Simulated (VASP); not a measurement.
Set up this calculation in VASP 6.6.1, as the native input.

```yaml
Task: single point
Functional: PBE
Potentials_or_basis: VASP PAW PBE potentials, release 64 (Bi_d)
Cutoff: 520 eV
k_mesh: 4 × 4 × 4
Occupations: gaussian, width 0.1 eV
Spin: no spin polarisation
Dipole_correction: no
Further_INCAR_settings: ALGO = Fast; EDIFF = 1e-06; NBANDS = 30
```

The structure of Bi lies in POSCAR:

```
Bi
1.0
    4.8789911700      0.0000000000      0.0000000000
    0.0000000000      4.8789911700      0.0000000000
    0.0000000000      0.0000000000      4.8789911700
Bi
3
Direct
    0.0000000000      0.5000000000      0.5000000000
    0.5000000000      0.0000000000      0.5000000000
    0.5000000000      0.5000000000      0.0000000000
```

One way to write it, as run:

INCAR

```
  PREC = Accurate
  ENCUT = 520
  EDIFF = 1E-6
  ISMEAR = 0
  SIGMA = 0.1
  LREAL = False
  LASPH = True
  NELM = 100
  ALGO = Fast
  ISIF = 2
  LWAVE = False
  LCHARG = False
  GGA = PE
  NBANDS = 30
```

KPOINTS

```
Automatic mesh
0
Gamma
  4 4 4
```

Potentials or basis: VASP PAW PBE potentials, release 64 (Bi_d).

The run is started by

```bash
$ cat potpaw_PBE.64/Bi_d/POTCAR > POTCAR
$ mpirun -np 1 vasp_std > vasp.out
```

It gave:

* Pressure: -1.8 GPa

Run time: 25 s on 1 thread of AMD EPYC 7R43 64-Core Processor (Zen 3), on a shared host, peak memory 0.16 GiB.
